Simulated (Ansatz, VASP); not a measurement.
## One calculation of SiC, two programs

The input INCAR:

```
  ALGO = Normal
  EDIFF = 1E-6
  ENCUT = 520
  GGA = PE
  ISIF = 2
  ISMEAR = -1
  LASPH = T
  LCHARG = F
  LREAL = F
  LWAVE = F
  NBANDS = 16
  NELM = 60
  PREC = Accurate
  SIGMA = 0.02
```

The input KPOINTS:

```
k-points
0
Gamma
  10 10 10
```

POSCAR

```
SiC
1.0
    1.5975474192      0.9223444325      5.5143878764
   -1.5975474192      0.9223444325      5.5143878764
    0.0000000000     -1.8446888650      5.5143878764
C Si
2 2
Direct
    0.4496334491      0.4496334491      0.4496334491
    0.5503665509      0.5503665509      0.5503665509
    0.9244960651      0.9244960651      0.9244960651
    0.0755039349      0.0755039349      0.0755039349
```

Input for Ansatz:

```yaml
crystal:
  lattice:
    - [1.5975474192, 0.9223444325, 5.5143878764]
    - [-1.5975474192, 0.9223444325, 5.5143878764]
    - [0.0, -1.844688865, 5.5143878764]
  atoms:
    - { symbol: C, position: [0.4496334491, 0.4496334491, 0.4496334491] }
    - { symbol: Si, position: [0.9244960651, 0.9244960651, 0.9244960651] }
    - { symbol: Si, position: [0.0755039349, 0.0755039349, 0.0755039349] }
    - { symbol: C, position: [0.5503665509, 0.5503665509, 0.5503665509] }
kpoints:
  mp_grid: { grid: [10, 10, 10] }
  band_path:
    path:
      - [0.0, 0.0, 0.0]
      - [0.5, 0.5, 0.5]
      - [0.8146824081, 0.1853175919, 0.5]
      - [0.5, -0.1853175919, 0.1853175919]
      - [0.5, 0.0, 0.0]
      - [0.3426587959, -0.3426587959, 0.0]
      - [0.6573412041, 0.0, 0.3426587959]
      - [0.5, 0.0, 0.5]
    npoints: 1
hamiltonian:
  xc: pbe
scf:
  occupations: { method: fermi_dirac, width: 0.02 }
  n_extra_bands: 5
output:
  forces: true
  stress: true
  eigenvalues: true
```

Change from the starting cell: hydrostatic strain +3.6%.

Alike in both runs: task single point; functional PBE; k mesh 10 × 10 × 10; occupations fermi-dirac, width 0.02 eV; no spin polarisation.

|  | VASP | Ansatz |
| --- | --- | --- |
| version | VASP 6.6.1 | Ansatz 0.2.0 |
| potentials or method | VASP PAW PBE potentials, release 64 (C, Si) | plane waves, PAW |
| plane-wave cutoff (eV) | 520 | 420 |
| valence electrons in the cell | 16 | 16 |

|  | VASP | Ansatz | Ansatz less VASP |
| --- | --- | --- | --- |
| gap on the k mesh at the Fermi level (eV) | 0.76 | 0.76 | +0.001 |
| pressure (GPa) | -14.8 | -14.8 | +0.01 |
| rms of the force components (eV/Å) | 0.094 | 0.098 | +0.0032 |
